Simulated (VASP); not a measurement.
Write the native input for VASP 6.6.1 that does the following.

```
Task                   : single point
Functional             : PBE
Potentials or basis    : VASP PAW PBE potentials, release 64 (B, N)
Cutoff                 : 600 eV
k mesh                 : 14 × 14 × 14
Occupations            : fermi-dirac, width 0.05 eV
Spin                   : no spin polarisation
Dipole correction      : no
Further INCAR settings : ALGO = Normal; EDIFF = 1e-06; NBANDS = 11
```

The structure of BN (CsCl type) lies in POSCAR:

```
BN
1.0
    2.3203634545      0.0000000000      0.0000000000
    0.0000000000      2.3203634545      0.0000000000
    0.0000000000      0.0000000000      2.3203634545
B N
1 1
Direct
    0.0000000000      0.0000000000      0.0000000000
    0.5000000000      0.5000000000      0.5000000000
```

These files were run (other wordings do the same):

INCAR

```
SYSTEM = BN
ALGO = Normal ; EDIFF = 1E-6
ENCUT = 600 ; GGA = PE
GGA_COMPAT = .False. ; ISIF = 2
ISMEAR = -1 ; LASPH = .True.
LCHARG = .False. ; LREAL = .False.
LWAVE = .False. ; NBANDS = 11
NELM = 120 ; PREC = Accurate
SIGMA = 0.05
```

KPOINTS

```
k-points
0
Gamma
  14 14 14
  0 0 0
```

Potentials or basis: VASP PAW PBE potentials, release 64 (B, N).

Launch:

```bash
$ cat potpaw_PBE.64/B/POTCAR potpaw_PBE.64/N/POTCAR > POTCAR
$ mpirun -np 1 vasp_std > vasp.out
```

Results of the run:

* Pressure: -0.4 GPa
* Band gap on the k mesh: zero (band 4 reaches 9.92 eV, above the bottom of band 5 at 6.69 eV)

Run time: 22 s on 1 thread of Intel Xeon 8259CL, with other jobs on the host, peak memory 0.13 GiB.
